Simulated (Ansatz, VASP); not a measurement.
**Two plane-wave programs on H**

```
H
1.0
     9.00000    0.00000    0.00000
     0.00000    9.50000    0.00000
     0.00000    0.00000   10.00000
H
2
Direct
  0.50000 0.50000 0.46250
  0.50000 0.50000 0.53750
```

Alike in both runs: functional PBE; k mesh 1 × 1 × 1; occupations gaussian, width 0.05 eV; no spin polarisation.

Ansatz relaxed the structure, and its values are those at the end. VASP's run is a single point on that final structure, the one shown.

```csv
,VASP,Ansatz
version,VASP 6.6.1,Ansatz 0.2.0
potentials or method,"VASP PAW PBE potentials, release 64 (H), cutoff 520 eV","plane waves, PAW"
valence electrons in the cell,2,2
```

VASP gave:

* rms of the force components (eV/Å): 0.002

Problem. Estimate Ansatz's values.

Solution. rms of the force components (eV/Å): 0.004.

Ansatz's warnings: stress scf threshold loose.
